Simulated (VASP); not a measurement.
# MnO (Manganosite) (R-3m) in VASP: further runs

Runs on MnO (Manganosite). Level: PBE+U. Tasks: single point.

Everything below comes from runs of VASP 6.6.1. Logs are shortened: lines on timing, memory, paths and dates and some standing lists are left out, and cuts for length are marked.

**1. The cell of the first run**

The structure is trigonal, space group R-3m (No. 166). The conventional cell has a = 3.190 Å, b = 3.190 Å, c = 7.649 Å, α = 90.00°, β = 90.00°, γ = 120.00°. Mn (site symmetry -3m) has 6 O at 2.24 Å within 3.0 Å. O (site symmetry -3m) has 6 Mn at 2.24 Å within 3.0 Å.

**2. Single point, PBE+U, collinear spin, antiferromagnetic start (volume scaled by 0.980)**

INCAR reads:

```
SYSTEM = MnO
PREC = Accurate
ENCUT = 520
EDIFF = 1E-7
ISMEAR = 0
SIGMA = 0.05
LREAL = .False.
LASPH = .True.
NELM = 150
ALGO = Normal
ISIF = 2
LWAVE = .False.
LCHARG = .False.
ISPIN = 2
MAGMOM = 4.68 -4.68 0 0
LORBIT = 11
LMAXMIX = 4
LDAU = .True.
LDAUTYPE = 2
LDAUL = 2 -1
LDAUU = 3.9 0
LDAUJ = 0 0
LDAUPRINT = 1
GGA = PE
NBANDS = 31
```

KPOINTS reads:

```
regular mesh
0
Gamma
  8 8 8
  0 0 0
```

POSCAR reads:

```
MnO
1.0
   -2.1923691839     -2.1923691839      4.4479248830
   -4.4479248830     -2.1923691839      2.1923691839
   -2.1923691839     -4.4479248830      2.1923691839
Mn O
2 2
Direct
    0.0000000000      0.0000000000      0.0000000000
    0.5000000000      0.5000000000      0.5000000000
    1.2499999999     -0.7500000001     -0.7500000001
    1.7500000001     -0.2499999999     -0.2499999999
```

Potentials or basis: VASP PAW PBE potentials, release 64 (Mn_pv, O).

The run is started by

```sh
$ cat potpaw_PBE.64/Mn_pv/POTCAR potpaw_PBE.64/O/POTCAR > POTCAR
$ mpirun -np 1 vasp_std > vasp.out
```

OUTCAR:

```text
SYSTEM = MnO
   PREC = Accurate
   ENCUT = 520
   EDIFF = 1E-7
   ISMEAR = 0
   LREAL = .False.
   LASPH = .True.
   NELM = 150
   ISIF = 2
   ISPIN = 2
   LORBIT = 11
   GGA = PE

 ion  position               nearest neighbor table
   1  0.000  0.000  0.000-   4 2.24   3 2.24   4 2.24   4 2.24   3 2.24   3 2.24   2 3.15   2 3.15
                             2 3.15   2 3.15   2 3.15   2 3.15
   2  0.500  0.500  0.500-   3 2.24   3 2.24   3 2.24   4 2.24   4 2.24   4 2.24   1 3.15   1 3.15
                             1 3.15   1 3.15   1 3.15   1 3.15
   3  0.250  0.250  0.250-   2 2.24   2 2.24   2 2.24   1 2.24   1 2.24   1 2.24
   4  0.750  0.750  0.750-   2 2.24   2 2.24   2 2.24   1 2.24   1 2.24   1 2.24

  LATTYP: Found a trigonal (rhomboedric) cell.
 ALAT       =     5.4219001320
 COS(alpha) =     0.8269370571

  Lattice vectors:

 A1 = (  -2.1923691839,  -2.1923691839,   4.4479248830)
 A2 = (  -4.4479248830,  -2.1923691839,   2.1923691839)
 A3 = (  -2.1923691839,  -4.4479248830,   2.1923691839)

Analysis of symmetry for initial positions (statically):
=====================================================================
 Subroutine PRICEL returns following result:

  LATTYP: Found a trigonal (rhomboedric) cell.
 ALAT       =     3.1453165208
 COS(alpha) =     0.4857451455
[... 12 lines left out ...]
 Subroutine GETGRP returns: Found 12 space group operations
 (whereof 12 operations were pure point group operations)
 out of a pool of 12 trial point group operations.

The static configuration has the point symmetry D_3d.

Analysis of symmetry for dynamics (positions and initial velocities):
=====================================================================
 Subroutine PRICEL returns following result:

  LATTYP: Found a trigonal (rhomboedric) cell.
 ALAT       =     3.1453165208
 COS(alpha) =     0.4857451455
[... 12 lines left out ...]
 Subroutine GETGRP returns: Found 12 space group operations
 (whereof 12 operations were pure point group operations)
 out of a pool of 12 trial point group operations.

The dynamic configuration has the point symmetry D_3d.

Analysis of structural, dynamic, and magnetic symmetry:
=====================================================================
 Subroutine PRICEL returns following result:

  LATTYP: Found a trigonal (rhomboedric) cell.
 ALAT       =     3.1453165208
 COS(alpha) =     0.4857451455
[... 12 lines left out ...]
 Subroutine GETGRP returns: Found 12 space group operations
 (whereof 12 operations were pure point group operations)
 out of a pool of 12 trial point group operations.

The overall configuration has the point symmetry D_3d.

 Subroutine INISYM returns: Found 12 space group operations
 (whereof 12 operations are pure point group operations),
 and found     2 'primitive' translations

----------------------------------------------------------------------------------------

                                     Primitive cell

  volume of cell :      22.4682

  direct lattice vectors                    reciprocal lattice vectors
    -2.223962441  0.031593258  2.223962441    -0.223260666  0.220089060  0.223260666
    -2.223962442 -2.223962442 -0.031593258    -0.223260666 -0.223260666 -0.220089060
     0.031593258 -2.223962441  2.223962441     0.220089060 -0.223260666  0.223260666

  length of vectors
     3.145316521  3.145316521  3.145316521     0.384876401  0.384876401  0.384876401

  position of ions in fractional coordinates (direct lattice)
     0.000000000  0.000000000  0.000000000
     0.500000000  0.500000000  0.500000000

[... 137 lines left out ...]
  0.0002 -0.0002  0.0009  0.0199  0.0015
 -0.0000 -0.0015 -0.0000  0.0015  0.0778

 occupancies and eigenvectors

  o =  0.0195  v =  0.0000  0.0000  0.0000  0.0000  0.0000 -0.5774  0.5774  0.0000  0.5774  0.0000      0.0000  0.0000  0.0000  0.0000  0.0000  0.0000  0.0000  0.0000  0.0000  0.0000
  o =  0.0200  v =  0.0000  0.0000  0.0000  0.0000  0.0000  0.6415  0.7574 -0.0291 -0.1160  0.0228      0.0000  0.0000  0.0000  0.0000  0.0000  0.0000  0.0000  0.0000  0.0000  0.0000
  o =  0.0200  v =  0.0000  0.0000  0.0000  0.0000  0.0000 -0.5043  0.3034  0.0228 -0.8077  0.0291      0.0000  0.0000  0.0000  0.0000  0.0000  0.0000  0.0000  0.0000  0.0000  0.0000
  o =  0.0778  v =  0.0000  0.0000  0.0000  0.0000  0.0000  0.0300  0.0118  0.9920  0.0181  0.1210      0.0000  0.0000  0.0000  0.0000  0.0000  0.0000  0.0000  0.0000  0.0000  0.0000
  o =  0.0778  v =  0.0000  0.0000  0.0000  0.0000  0.0000 -0.0037 -0.0278 -0.1210  0.0241  0.9920      0.0000  0.0000  0.0000  0.0000  0.0000  0.0000  0.0000  0.0000  0.0000  0.0000
  o =  0.9359  v = -0.5774  0.5774  0.0000  0.5774  0.0000  0.0000  0.0000  0.0000  0.0000  0.0000      0.0000  0.0000  0.0000  0.0000  0.0000  0.0000  0.0000  0.0000  0.0000  0.0000
  o =  0.9364  v =  0.2039 -0.5827  0.0010  0.7866  0.0040  0.0000  0.0000  0.0000  0.0000  0.0000      0.0000  0.0000  0.0000  0.0000  0.0000  0.0000  0.0000  0.0000  0.0000  0.0000
  o =  0.9364  v =  0.7906  0.5719  0.0040  0.2187 -0.0010  0.0000  0.0000  0.0000  0.0000  0.0000      0.0000  0.0000  0.0000  0.0000  0.0000  0.0000  0.0000  0.0000  0.0000  0.0000
  o =  0.9738  v = -0.0033 -0.0013  0.9933 -0.0020  0.1155  0.0000  0.0000  0.0000  0.0000  0.0000      0.0000  0.0000  0.0000  0.0000  0.0000  0.0000  0.0000  0.0000  0.0000  0.0000
  o =  0.9738  v =  0.0004  0.0031 -0.1155 -0.0027  0.9933  0.0000  0.0000  0.0000  0.0000  0.0000      0.0000  0.0000  0.0000  0.0000  0.0000  0.0000  0.0000  0.0000  0.0000  0.0000

atom =   2  type =  1  l = 2

 onsite density matrix

spin component  1

  0.0199  0.0002  0.0017  0.0002 -0.0000
  0.0002  0.0199  0.0009 -0.0002 -0.0015
  0.0017  0.0009  0.0778  0.0009 -0.0000
  0.0002 -0.0002  0.0009  0.0199  0.0015
 -0.0000 -0.0015 -0.0000  0.0015  0.0778

spin component  2

  0.9362  0.0001 -0.0001  0.0001 -0.0000
  0.0001  0.9362 -0.0001 -0.0001  0.0001
 -0.0001 -0.0001  0.9738 -0.0001 -0.0000
  0.0001 -0.0001 -0.0001  0.9362 -0.0001
 -0.0000  0.0001 -0.0000 -0.0001  0.9738

 occupancies and eigenvectors

  o =  0.0195  v = -0.5774  0.5774  0.0000  0.5774 -0.0000  0.0000  0.0000  0.0000  0.0000  0.0000      0.0000  0.0000  0.0000  0.0000  0.0000  0.0000  0.0000  0.0000  0.0000  0.0000
  o =  0.0200  v = -0.8158 -0.4208  0.0370 -0.3950 -0.0007  0.0000  0.0000  0.0000  0.0000  0.0000      0.0000  0.0000  0.0000  0.0000  0.0000  0.0000  0.0000  0.0000  0.0000  0.0000
  o =  0.0200  v = -0.0149  0.6991  0.0007 -0.7140  0.0370  0.0000  0.0000  0.0000  0.0000  0.0000      0.0000  0.0000  0.0000  0.0000  0.0000  0.0000  0.0000  0.0000  0.0000  0.0000
  o =  0.0778  v =  0.0300  0.0117  0.9916  0.0182  0.1243  0.0000  0.0000  0.0000  0.0000  0.0000      0.0000  0.0000  0.0000  0.0000  0.0000  0.0000  0.0000  0.0000  0.0000  0.0000
  o =  0.0778  v = -0.0038 -0.0278 -0.1243  0.0241  0.9916  0.0000  0.0000  0.0000  0.0000  0.0000      0.0000  0.0000  0.0000  0.0000  0.0000  0.0000  0.0000  0.0000  0.0000  0.0000
  o =  0.9359  v =  0.0000  0.0000  0.0000  0.0000  0.0000 -0.5774  0.5774 -0.0000  0.5774 -0.0000      0.0000  0.0000  0.0000  0.0000  0.0000  0.0000  0.0000  0.0000  0.0000  0.0000
  o =  0.9364  v =  0.0000  0.0000  0.0000  0.0000  0.0000 -0.6857 -0.7267 -0.0035  0.0411  0.0022      0.0000  0.0000  0.0000  0.0000  0.0000  0.0000  0.0000  0.0000  0.0000  0.0000
  o =  0.9364  v =  0.0000  0.0000  0.0000  0.0000  0.0000 -0.4433  0.3722 -0.0022 -0.8155 -0.0035      0.0000  0.0000  0.0000  0.0000  0.0000  0.0000  0.0000  0.0000  0.0000  0.0000
  o =  0.9738  v =  0.0000  0.0000  0.0000  0.0000  0.0000 -0.0033 -0.0014  0.9943 -0.0020  0.1064      0.0000  0.0000  0.0000  0.0000  0.0000  0.0000  0.0000  0.0000  0.0000  0.0000
  o =  0.9738  v =  0.0000  0.0000  0.0000  0.0000  0.0000  0.0004  0.0031 -0.1064 -0.0027  0.9943      0.0000  0.0000  0.0000  0.0000  0.0000  0.0000  0.0000  0.0000  0.0000  0.0000

 number of electron      38.0000012 magnetization      -0.0000000

 Free energy of the ion-electron system (eV)
  ---------------------------------------------------
  ext. energy  EPLUGINS =         0.00000000
  ---------------------------------------------------
  free energy    TOTEN  =       -31.10035619 eV

  energy without entropy =      -31.10035619  energy(sigma->0) =      -31.10035619

 E-fermi :   6.0802     XC(G=0): -11.6852

 val. band max:        5.6876481024   @ k =   0.5000   0.5000   0.5000
 cond. band min:       7.3833823568   @ k =   0.0000   0.0000   0.0000
 fundamental gap:      1.6957342544
 Fermi energy:         6.0802147625

 spin component 1

 k-point     1 :       0.0000    0.0000    0.0000
  band No.  band energies     occupation
      1     -43.2020      1.00000
      2     -43.1569      1.00000
      3     -43.1569      1.00000
      4     -38.2824      1.00000
      5     -38.2376      1.00000
      6     -38.2376      1.00000
[... 1625 lines left out ...]
     30      20.3250      0.00000
     31      20.3900      0.00000

 [... further k-points ...]
[... 5 lines left out ...]
  --------------------------------------------------------------------------------------
  -------------------------------------------------------------------------------------
  Total        0.3874515      0.3874515      0.3874515      0.0054234     -0.0054234     -0.0054234
  in kB       13.8143082     13.8143082     13.8143082      0.1933672     -0.1933672     -0.1933672
  external PRESSURE =      13.8143082 kB  Pullay stress =       0.0000000 kB

 VOLUME and BASIS-vectors are now :
 -----------------------------------------------------------------------------
  energy-cutoff  :      520.00
  volume of cell :       44.94
      direct lattice vectors                 reciprocal lattice vectors
    -2.192369184 -2.192369184  4.447924883     0.110044530  0.110044530  0.333305196
    -4.447924883 -2.192369184  2.192369184    -0.333305196  0.110044530 -0.110044530
    -2.192369184 -4.447924883  2.192369184     0.110044530 -0.333305196 -0.110044530

 POSITION                                       TOTAL-FORCE (eV/Angst)
 -----------------------------------------------------------------------------------
      0.00000      0.00000      0.00000         0.000000     -0.000000      0.000000
     -4.41633     -4.41633      4.41633        -0.000000     -0.000000      0.000000
     -2.20817     -2.20817      2.20817         0.000000     -0.000000     -0.000000
     -6.62450     -6.62450      6.62450        -0.000000      0.000000      0.000000
 -----------------------------------------------------------------------------------
    total drift:                               -0.000000     -0.000000      0.000000

  FREE ENERGIE OF THE ION-ELECTRON SYSTEM (eV)
  ---------------------------------------------------
  free  energy   TOTEN  =       -31.1003561868 eV

  energy  without entropy=      -31.1003561868  energy(sigma->0) =      -31.10035619

 total charge

# of ion       s       p       d       tot
------------------------------------------
    1        0.201   6.174   4.952  11.328
    2        0.201   6.174   4.952  11.328
    3        1.555   3.440   0.000   4.995
    4        1.555   3.440   0.000   4.995
--------------------------------------------------
tot          3.513  19.228   9.904  32.646

 magnetization (x)

# of ion       s       p       d       tot
------------------------------------------
    1        0.021   0.021   4.531   4.573
    2       -0.021  -0.021  -4.531  -4.573
    3        0.000   0.000   0.000   0.000
    4        0.000   0.000   0.000   0.000
--------------------------------------------------
tot          0.000   0.000   0.000   0.000
```

It took 2.6 min on 1 thread of Intel Xeon 6975P-C (Granite Rapids), shared host; peak memory 0.35 GiB.

What came out:

```yaml
Free_energy: -31.1004 eV
Pressure: 1.4 GPa
Band_gap_on_the_k_mesh: 1.70 eV
Net_moment: 0.00 μB per cell
Site_moments: Mn +4.57, -4.57; O +0.00 μB
Valence_electrons_inside_the_program's_atomic_spheres: Mn 11.33; O 5.00
```

Levels at points of the mesh, in eV from the valence-band top:
Spin up:
| k point | band 15 | band 16 | band 17 | band 18 | band 19 | band 20 | band 21 | band 22 | band 23 | band 24 |
| --- | --- | --- | --- | --- | --- | --- | --- | --- | --- | --- |
| (0.00, 0.00, 0.00) | -1.67 | -1.67 | -1.55 | -0.58 | -0.58 | 1.70 | 4.73 | 4.79 | 4.79 | 5.47 |
| (0.50, 0.00, 0.00) | -2.79 | -2.36 | -1.82 | -0.55 | -0.25 | 3.65 | 5.34 | 5.66 | 5.71 | 5.92 |
| (0.50, 0.50, 0.00) | -2.58 | -2.36 | -1.99 | -0.36 | -0.27 | 3.87 | 5.52 | 5.60 | 5.67 | 5.94 |
| (0.50, 0.50, 0.50) | -2.33 | -2.33 | -2.09 | 0.00 | 0.00 | 3.84 | 4.08 | 4.72 | 4.72 | 4.99 |
Spin down:
```
           k point  band 16  band 17  band 18  band 19  band 20  band 21  band 22  band 23
(0.00, 0.00, 0.00)    -1.67    -1.55    -0.58    -0.58     1.70     4.73     4.79     4.79
(0.50, 0.00, 0.00)    -2.36    -1.82    -0.55    -0.25     3.65     5.34     5.66     5.71
(0.50, 0.50, 0.00)    -2.36    -1.99    -0.36    -0.27     3.87     5.52     5.60     5.67
(0.50, 0.50, 0.50)    -2.33    -2.09     0.00     0.00     3.84     4.08     4.72     4.72
```

Eigenvalues of the final occupation matrices:
```
    site  spin  trace               eigenvalues
site 1 d     1   4.76  0.94 0.94 0.94 0.97 0.97
site 1 d     2   0.22  0.02 0.02 0.02 0.08 0.08
site 2 d     1   0.22  0.02 0.02 0.02 0.08 0.08
site 2 d     2   4.76  0.94 0.94 0.94 0.97 0.97
```

Caveat: the cell differs from its parent crystal (volume scaled by 0.980).

**3. Single point, PBE+U, collinear spin, antiferromagnetic start**

This run uses another cell than the first one, of 11.46 Å³/atom, 1.020 times its volume.

Changes to INCAR since step 2:

```diff
@@ -3,3 +3,3 @@
 ENCUT = 520
-EDIFF = 1E-7
+EDIFF = 1E-6
 ISMEAR = 0
@@ -12,5 +12,5 @@
 LWAVE = .False.
-LCHARG = .False.
+LCHARG = .True.
 ISPIN = 2
-MAGMOM = 4.68 -4.68 0 0
+MAGMOM = 4.7 -4.7 0 0
 LORBIT = 11
@@ -24,2 +24,4 @@
 GGA = PE
+LELF = .True.
+LVHAR = .True.
 NBANDS = 31
```

KPOINTS is that of step 2.

POSCAR reads:

```
MnO
1.0
   -2.2116475739     -2.2116475739      4.4809287882
   -4.4809287882     -2.2116475739      2.2116475739
   -2.2116475739     -4.4809287882      2.2116475739
Mn O
2 2
Direct
    0.0000000000      0.0000000000      0.0000000000
    0.5000000000      0.5000000000      0.5000000000
    1.2499999997     -0.7500000003     -0.7500000003
    1.7500000003     -0.2499999997     -0.2499999997
```

Potentials or basis: VASP PAW PBE potentials, release 64 (Mn_pv, O).

The run is started by

```sh
$ cat potpaw_PBE.64/Mn_pv/POTCAR potpaw_PBE.64/O/POTCAR > POTCAR
$ mpirun -np 1 vasp_std > vasp.out
```

Run time: 3.9 min. Hardware: 1 thread of Intel Xeon 6975P-C (Granite Rapids), shared host; peak memory 0.37 GiB.

The run converged. Its results:

| Property | Result |
| --- | --- |
| Free energy | -31.1010 eV |
| Pressure | -1.5 GPa |
| Band gap on the k mesh | 1.62 eV |
| Net moment | 0.00 μB per cell |
| Site moments | Mn +4.58, -4.58; O +0.00 μB |
| Valence electrons inside the program's atomic spheres | Mn 11.31; O 4.99 |

Levels at points of the mesh, in eV from the valence-band top:
Spin up:
```
           k point  band 17  band 18  band 19  band 20  band 21  band 22
(0.00, 0.00, 0.00)    -1.47    -0.56    -0.56     1.62     4.74     4.81
(0.50, 0.00, 0.00)    -1.82    -0.57    -0.26     3.70     5.33     5.66
(0.50, 0.50, 0.00)    -2.00    -0.36    -0.28     3.90     5.52     5.56
(0.50, 0.50, 0.50)    -2.08     0.00     0.00     3.84     4.00     4.75
```
Spin down:
| k point | band 15 | band 16 | band 17 | band 18 | band 19 | band 20 | band 21 | band 22 | band 23 | band 24 |
| --- | --- | --- | --- | --- | --- | --- | --- | --- | --- | --- |
| (0.00, 0.00, 0.00) | -1.58 | -1.58 | -1.47 | -0.56 | -0.56 | 1.62 | 4.74 | 4.81 | 4.81 | 5.45 |
| (0.50, 0.00, 0.00) | -2.67 | -2.37 | -1.82 | -0.57 | -0.26 | 3.70 | 5.33 | 5.66 | 5.69 | 5.90 |
| (0.50, 0.50, 0.00) | -2.48 | -2.37 | -2.00 | -0.36 | -0.28 | 3.90 | 5.52 | 5.56 | 5.67 | 5.90 |
| (0.50, 0.50, 0.50) | -2.21 | -2.21 | -2.08 | 0.00 | 0.00 | 3.84 | 4.00 | 4.75 | 4.75 | 4.94 |

Eigenvalues of the final occupation matrices:
| site | spin | trace | eigenvalues |
| --- | --- | --- | --- |
| site 1 d | 1 | 4.75 | 0.94 0.94 0.94 0.97 0.97 |
| site 1 d | 2 | 0.21 | 0.02 0.02 0.02 0.08 0.08 |
| site 2 d | 1 | 0.21 | 0.02 0.02 0.02 0.08 0.08 |
| site 2 d | 2 | 4.75 | 0.94 0.94 0.94 0.97 0.97 |

A k mesh can miss the band edges. The state reached can hang on the start; a lower one may exist.
